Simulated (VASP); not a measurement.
Input of a VASP 6.6.1 run:

File INCAR:

```
ALGO = Normal
EDIFF = 1E-7
ENCUT = 520
GGA = PE
ISIF = 2
ISMEAR = -1
LASPH = T
LCHARG = T
LELF = T
LREAL = F
LVHAR = T
LWAVE = F
NBANDS = 16
NELM = 80
PREC = Accurate
SIGMA = 0.02
```

KPOINTS

```
k-points
0
Gamma
  8 8 8
```

The input POSCAR:

```
GaSb
1.0
    0.0000000000      3.0658787979      3.0658787979
    3.0658787979      0.0000000000      3.0658787979
    3.0658787979      3.0658787979      0.0000000000
Ga Sb
1 1
Direct
    0.0000000000      0.0000000000      0.0000000000
    0.2500000000      0.2500000000      0.2500000000
```

Potentials or basis: VASP PAW PBE potentials, release 64 (Ga_d, Sb).

Command:

```sh
$ cat potpaw_PBE.64/Ga_d/POTCAR potpaw_PBE.64/Sb/POTCAR > POTCAR
$ mpirun -np 1 vasp_std > vasp.out
```

(1) Predict the band gap on the k mesh.

(2) What does it give for the pressure?

Answers

(1) zero (filled and empty bands touch).

(2) 2.1 GPa.

Caveat: semilocal functionals underestimate gaps, and a narrow one can read as zero; spin-orbit coupling is left out, which moves the levels of the heavy elements.
